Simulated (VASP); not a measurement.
O: single point with PBE

The system is O.

```
O
1.0
     7.50666    0.00000    0.00000
     0.00000    7.50666    0.00000
     0.00000    0.00000    7.50666
O
20
Direct
  0.00719 0.55135 0.89739
  0.96811 0.41422 0.82810
  0.81163 0.60348 0.43035
  0.90737 0.48173 0.42691
  0.20377 0.97360 0.70180
  0.08933 0.00944 0.59021
  0.41334 0.70279 0.40605
  0.25107 0.69949 0.37750
  0.51149 0.20711 0.14782
  0.55425 0.35506 0.09819
  0.86158 0.87129 0.12377
  0.74787 0.77390 0.06742
  0.47362 0.30115 0.63140
  0.43095 0.34718 0.48234
  0.47001 0.65251 0.79023
  0.40308 0.63753 0.94022
  0.10718 0.22375 0.19040
  0.14073 0.08069 0.12733
  0.71410 0.98277 0.69361
  0.76457 0.11914 0.76615
```

```json
{"Program": "VASP 6.6.1", "Task": "single point", "Functional": "PBE", "Potentials or basis": "VASP PAW PBE potentials, release 64 (O)", "Cutoff": "520 eV", "k mesh": "1 × 1 × 1", "Occupations": "fermi-dirac, width 0.05 eV", "Spin": "collinear spin, ferromagnetic start", "Starting moments": "[1.0, 1.0, 1.0, 1.0, 1.0, 1.0, 1.0, 1.0, 1.0, 1.0, 1.0, 1.0, 1.0, 1.0, 1.0, 1.0, 1.0, 1.0, 1.0, 1.0] μB"}
```

| Item | Value |
| --- | --- |
| Pressure | 3.6 GPa |
| Largest force | 6.622 eV/Å |
| Band gap on the k mesh | 1.35 eV |
| Net moment | 20.00 μB per cell |
| Site moments | O +0.81, +0.80, +0.82 μB |
| Valence electrons inside the program's atomic spheres | O 4.96, 5.00, 4.89, 4.88, 4.92, 4.94, 4.91 |

Forces in eV/Å, atoms in the order of the input:
```
O    0.955  3.114  1.553
O   -0.838 -3.075 -1.554
O   -4.073  5.200  0.220
O    4.055 -5.232 -0.173
O    0.158 -0.045  0.182
O   -0.082  0.065 -0.195
O   -0.288  0.182 -0.178
O    0.304  0.005  0.014
O   -0.254 -1.380  0.309
O    0.478  1.167 -0.365
O    1.696  1.466  0.894
O   -1.906 -1.497 -0.832
O    0.291 -0.420  1.326
O   -0.427  0.290 -1.223
O   -0.172  0.024  0.377
O    0.061  0.189 -0.396
O   -0.570  2.374  1.038
O    0.685 -2.274 -1.033
O   -0.343 -0.830 -0.458
O    0.272  0.678  0.494
```

Stress tensor (GPa, compression positive):
```
 2.67 -0.58  0.64
-0.58  6.22  1.12
 0.64  1.12  1.79
```

Levels at points of the mesh, in eV from the valence-band top:
Spin up:
| k point | band 66 | band 67 | band 68 | band 69 | band 70 | band 71 | band 72 | band 73 | band 74 | band 75 |
| --- | --- | --- | --- | --- | --- | --- | --- | --- | --- | --- |
| (0.00, 0.00, 0.00) | -0.26 | -0.23 | -0.13 | -0.03 | 0.00 | 6.00 | 7.23 | 7.31 | 7.52 | 7.76 |
Spin down:
```csv
k point,band 47,band 48,band 49,band 50,band 51,band 52,band 53,band 54
"(0.00, 0.00, 0.00)",-4.90,-4.85,-4.79,-4.73,1.35,1.39,1.49,1.58
```

Wall time 110 s on 1 thread of Intel(R) Xeon(R) Platinum 8259CL CPU @ 2.50GHz (Skylake/Cascade Lake), with other jobs on the host, peak memory 0.51 GiB.

Caveat: the k points lie up to 0.84 Å⁻¹ apart; the standard files for N, O and F lose accuracy on very short bonds.
